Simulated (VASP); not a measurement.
# Te (R-3m) in VASP: notebook

Runs on Te. Level: PBEsol. Tasks: single point.

All numbers are computed with VASP 6.6.1; they aren't measurements. Logs are shortened: lines on timing, memory, paths and dates and some standing lists are left out, and cuts for length are marked.

## Step 1: The cell of the first run

It takes space group R-3m (No. 166, trigonal). The conventional cell has a = 4.496 Å, b = 4.496 Å, c = 4.915 Å, α = 90.00°, β = 90.00°, γ = 120.00°. Within 4.0 Å of Te (site symmetry -3m) lie 6 Te at 3.07 Å.

## Step 2: Single point, PBEsol (28.68 Å³/atom)

INCAR reads:

```
SYSTEM = Te
  PREC = Accurate
  ENCUT = 520
  EDIFF = 1E-6
  ISMEAR = 0
  SIGMA = 0.15
  LREAL = .FALSE.
  LASPH = .TRUE.
  NELM = 100
  ALGO = Normal
  ISIF = 2
  LWAVE = .FALSE.
  LCHARG = .FALSE.
  GGA = PS
  NBANDS = 9
```

KPOINTS reads:

```
Automatic mesh
0
G
  15 15 15
  0 0 0
```

POSCAR reads:

```
Te
1.0
    2.2482003737      1.2979990910      1.6381886723
   -2.2482003737      1.2979990910      1.6381886723
    0.0000000000     -2.5959981818      1.6381886724
Te
1
Direct
    0.5000000000      0.5000000000      0.5000000000
```

Potentials or basis: VASP PAW PBE potentials, release 64 (Te).

On the command line:

```console
$ cat potpaw_PBE.64/Te/POTCAR > POTCAR
$ mpirun -np 1 vasp_std > vasp.out
```

OUTCAR:

```text
SYSTEM = Te
   PREC = Accurate
   ENCUT = 520
   EDIFF = 1E-6
   ISMEAR = 0
   LREAL = .FALSE.
   LASPH = .TRUE.
   NELM = 100
   ISIF = 2
   GGA = PS

 ion  position               nearest neighbor table
   1  0.500  0.500  0.500-

  LATTYP: Found a trigonal (rhomboedric) cell.
 ALAT       =     3.0696691494
 COS(alpha) =    -0.0727953638

  Lattice vectors:

 A1 = (   2.2482003737,   1.2979990910,   1.6381886723)
 A2 = (  -2.2482003737,   1.2979990910,   1.6381886723)
 A3 = (   0.0000000000,  -2.5959981818,   1.6381886724)

Analysis of symmetry for initial positions (statically):
=====================================================================
 Subroutine PRICEL returns:
 Original cell was already a primitive cell.

 Routine SETGRP: Setting up the symmetry group for a
 trigonal (rhombohedral) supercell.

 Subroutine GETGRP returns: Found 12 space group operations
 (whereof 12 operations were pure point group operations)
 out of a pool of 12 trial point group operations.

The static configuration has the point symmetry D_3d.

Analysis of symmetry for dynamics (positions and initial velocities):
=====================================================================
 Subroutine PRICEL returns:
 Original cell was already a primitive cell.

 Routine SETGRP: Setting up the symmetry group for a
 trigonal (rhombohedral) supercell.

 Subroutine GETGRP returns: Found 12 space group operations
 (whereof 12 operations were pure point group operations)
 out of a pool of 12 trial point group operations.

The dynamic configuration has the point symmetry D_3d.

 Subroutine INISYM returns: Found 12 space group operations
 (whereof 12 operations are pure point group operations),
 and found     1 'primitive' translations

----------------------------------------------------------------------------------------

                                     Primitive cell

  volume of cell :      28.6830

  direct lattice vectors                    reciprocal lattice vectors
     2.248200374  1.297999091  1.638188672     0.222400105  0.128402761  0.203476766
    -2.248200374  1.297999091  1.638188672    -0.222400105  0.128402761  0.203476766
     0.000000000 -2.595998182  1.638188672     0.000000000 -0.256805521  0.203476766

  length of vectors
     3.069669149  3.069669149  3.069669149     0.327645952  0.327645952  0.327645952

  position of ions in fractional coordinates (direct lattice)
     0.500000000  0.500000000  0.500000000

  ion indices of the primitive-cell ions
   primitive index   ion index
                 1           1

----------------------------------------------------------------------------------------

 KPOINTS: Automatic mesh

Automatic generation of k-mesh.
 Grid dimensions read from file:
 generate k-points for:   15   15   15

 Generating k-lattice:

  Cartesian coordinates                     Fractional coordinates (reciprocal lattice)
     0.014826674  0.008560184  0.013565118     0.066666667 -0.000000000 -0.000000000
    -0.014826674  0.008560184  0.013565118    -0.000000000  0.066666667 -0.000000000
     0.000000000 -0.017120368  0.013565118     0.000000000  0.000000000  0.066666667

  Length of vectors
     0.021843063  0.021843063  0.021843063

  Shift w.r.t. Gamma in fractional coordinates (k-lattice)
     0.000000000  0.000000000  0.000000000

 Subroutine IBZKPT returns following result:
 ===========================================

 Found    344 irreducible k-points:

 Following reciprocal coordinates:
            Coordinates               Weight
  0.000000  0.000000  0.000000      1.000000
  0.066667  0.000000 -0.000000      6.000000
  0.133333  0.000000 -0.000000      6.000000
  0.200000  0.000000 -0.000000      6.000000
  0.266667  0.000000 -0.000000      6.000000
  0.333333  0.000000 -0.000000      6.000000
[... 16 lines left out ...]
  0.133333  0.133333 -0.000000      6.000000
  0.200000  0.133333 -0.000000     12.000000
 [... further k-points ...]
   k-points           NKPTS =    344   k-points in BZ     NKDIM =    344   number of bands    NBANDS=      9
   number of dos      NEDOS =    301   number of ions     NIONS =      1
   total plane-waves  NPLWV =  13824
   dimension x,y,z NGX =    24 NGY =   24 NGZ =   24
   dimension x,y,z NGXF=    48 NGYF=   48 NGZF=   48
   ions per type =               1
   NGX,Y,Z   is equivalent  to a cutoff of  13.00, 13.00, 13.00 a.u.
   NGXF,Y,Z  is equivalent  to a cutoff of  26.00, 26.00, 26.00 a.u.
 SYSTEM =  Te
   PREC   = accura    normal or accurate (medium, high low for compatibility)
   ISTART =      0    job   : 0-new  1-cont  2-samecut
   ICHARG =      2    charge: 1-file 2-atom 10-const
   ISPIN  =      1    spin polarized calculation?
   LNONCOLLINEAR =      F non collinear calculations
   LSORBIT =      F    spin-orbit coupling
   LASPH  =      T    aspherical Exc in radial PAW
   ENCUT  =  520.0 eV  38.22 Ry    6.18 a.u.   5.71  5.71  5.71*2*pi/ulx,y,z
   NELM   =    100;   NELMIN=  2; NELMDL= -5     # of ELM steps
   EDIFF  = 0.1E-05   stopping-criterion for ELM
   LREAL  =      F    real-space projection
   EDIFFG = 0.1E-04   stopping-criterion for IOM
   NSW    =      0    number of steps for IOM
   IBRION =     -1    ionic relax: 0-MD 1-quasi-New 2-CG
   NFREE  =      0    steps in history (QN), initial steepest desc. (CG)
   ISIF   =      2    stress and relaxation
   ISYM   =      2    0-nonsym 1-usesym 2-fastsym
   POTIM  = 0.5000    time-step for ionic-motion
   TEBEG  =    0.0;   TEEND  =   0.0 temperature during run
   PSTRESS=    0.0 pullay stress
   NELECT =       6.0000    total number of electrons
   NUPDOWN=      -1.0000    fix difference up-down
   EMIN   =  10.00;   EMAX   =-10.00  energy-range for DOS
   EFERMI =   0.00;   METHOD = LEGACY
   ISMEAR =     0;   SIGMA  =   0.15  broadening in eV -4-tet -1-fermi 0-gaus
   EFERMI_NEDOS =   21; number of points for ismear=-14 and -15
   IALGO  =     38    algorithm
   IMIX   =      4    mixing-type and parameters
     AMIX     =   0.40;   BMIX     =  1.00
     AMIX_MAG =   1.60;   BMIX_MAG =  1.00
  volume/ion in A,a.u.               =      28.68       193.56
  Fermi-wavevector in a.u.,A,eV,Ry     =   0.971815  1.836465 12.849681  0.944425
  Thomas-Fermi vector in A             =   2.102063
   LORBIT       =      0    0 simple, 1 ext, 2 COOP (PROOUT), +10 PAW based schemes
   GGA     = PS    functional components
   LHFCALC =     F    Hartree Fock is set to
   AEXX    =    0.0000 exact exchange contribution
   IVDW    =     0    specifies the selected vdW correction
   LEPSILON=     F    determine dielectric tensor
   LRPA    =     F    only Hartree local field effects (RPA)
 non-spin polarized calculation
 Gauss-broadening in eV      SIGMA  =   0.15
  energy-cutoff  :      520.00
  volume of cell :       28.68
 maximum number of plane-waves:       787
   NGX = 11   NGY = 11   NGZ = 11

 number of electron       6.0000001 magnetization

 Free energy of the ion-electron system (eV)
  ---------------------------------------------------
  ext. energy  EPLUGINS =         0.00000000
  ---------------------------------------------------
  free energy    TOTEN  =        -3.47628060 eV

  energy without entropy =       -3.47114378  energy(sigma->0) =       -3.47371219

 E-fermi :   8.0554     XC(G=0): -10.0064

 val. band max:        8.0505176348   @ k =  -0.1333   0.2667   0.1333
 cond. band min:       8.0633298627   @ k =  -0.2000   0.1333   0.1333
 fundamental gap:      0.0128122279
 Fermi energy:         8.0553981086

 k-point     1 :       0.0000    0.0000    0.0000
  band No.  band energies     occupation
      1      -6.5761      2.00000
      2       9.1526      0.00000
      3       9.6785      0.00000
      4       9.6785      0.00000
      5      14.0943      0.00000
      6      14.0943      0.00000
      7      15.0363      0.00000
      8      25.2776      0.00000
      9      25.2979      0.00000

 k-point     2 :       0.0667    0.0000   -0.0000
  band No.  band energies     occupation
      1      -6.5142      2.00000
      2       8.6709      0.00000
      3       9.4522      0.00000
      4       9.7306      0.00000
      5      14.1510      0.00000
      6      14.5475      0.00000
      7      15.5129      0.00000
      8      24.0837      0.00000
      9      24.0989      0.00000

 k-point     3 :       0.1333    0.0000   -0.0000
  band No.  band energies     occupation
      1      -6.3303      2.00000
      2       7.2189      2.00000
      3       9.5469      0.00000
      4       9.8827      0.00000
      5      14.3187      0.00000
      6      14.9141      0.00000
      7      17.1510      0.00000
      8      22.7109      0.00000
      9      22.7178      0.00000

 k-point     4 :       0.2000    0.0000   -0.0000
  band No.  band energies     occupation
      1      -6.0325      2.00000
      2       5.6180      2.00000
      3       9.7747      0.00000
      4      10.1219      0.00000
      5      14.5883      0.00000
      6      15.2697      0.00000
      7      19.1218      0.00000
      8      21.4614      0.00000
      9      21.5392      0.00000
[... 205 lines left out ...]
 k-point    22 :      -0.0667    0.0667    0.0000
  band No.  band energies     occupation
      1      -6.4597      2.00000
      2       8.6427      0.00000
      3       9.0724      0.00000
      4       9.6618      0.00000
      5      14.3623      0.00000
      6      14.9281      0.00000
      7      15.6577      0.00000
      8      22.5929      0.00000
      9      24.0359      0.00000

 k-point    23 :       0.1333    0.1333   -0.0000
  band No.  band energies     occupation
      1      -6.0552      2.00000
      2       7.2155      2.00000
      3       7.3008      2.00000
      4       9.9187      0.00000
      5      14.8979      0.00000
      6      17.3569      0.00000
      7      17.7930      0.00000
      8      22.5301      0.00000
      9      22.8928      0.00000

 k-point    24 :       0.2000    0.1333   -0.0000
  band No.  band energies     occupation
      1      -5.7447      2.00000
      2       5.6619      2.00000
      3       7.4449      2.00000
      4      10.1515      0.00000
      5      15.2253      0.00000
      6      17.8473      0.00000
      7      19.4635      0.00000
      8      21.2477      0.00000
      9      21.9804      0.00000

 [... further k-points ...]

------------------------ aborting loop because EDIFF is reached ----------------------------------------

  FORCE on cell =-STRESS in cart. coord.  units (eV):
  Direction    XX          YY          ZZ          XY          YZ          ZX
  --------------------------------------------------------------------------------------
  -------------------------------------------------------------------------------------
  Total        1.0325202      1.0325202      0.8494650      0.0000000      0.0000000      0.0000000
  in kB       57.6745948     57.6745948     47.4494856      0.0000000      0.0000000      0.0000000
  external PRESSURE =      54.2662251 kB  Pullay stress =       0.0000000 kB

 VOLUME and BASIS-vectors are now :
 -----------------------------------------------------------------------------
  energy-cutoff  :      520.00
  volume of cell :       28.68
      direct lattice vectors                 reciprocal lattice vectors
     2.248200374  1.297999091  1.638188672     0.222400105  0.128402761  0.203476766
    -2.248200374  1.297999091  1.638188672    -0.222400105  0.128402761  0.203476766
     0.000000000 -2.595998182  1.638188672     0.000000000 -0.256805521  0.203476766

 POSITION                                       TOTAL-FORCE (eV/Angst)
 -----------------------------------------------------------------------------------
      0.00000      0.00000      2.45728         0.000000     -0.000000     -0.000000
 -----------------------------------------------------------------------------------
    total drift:                                0.000000      0.000000     -0.000000

  FREE ENERGIE OF THE ION-ELECTRON SYSTEM (eV)
  ---------------------------------------------------
  free  energy   TOTEN  =        -3.4762806025 eV

  energy  without entropy=       -3.4711437841  energy(sigma->0) =       -3.47371219
```

Wall time 43 s (1 thread of Intel Xeon 8259CL, shared host); peak memory 0.2 GiB.

What came out:

| Item | Value |
| --- | --- |
| Free energy | -3.4763 eV |
| Pressure | 5.4 GPa |
| Band gap on the k mesh | zero (bands 3 and 4 overlap by 5.44 eV) |

Stress tensor (GPa, compression positive):
```
5.77 0.00 0.00
0.00 5.77 0.00
0.00 0.00 4.74
```

Caveat: the cell stands under pressure; the PAW data sets were made with another functional, which shifts forces and pressure a little; spin-orbit coupling is left out, which moves the levels of the heavy elements.

[end of part 1 of 2]
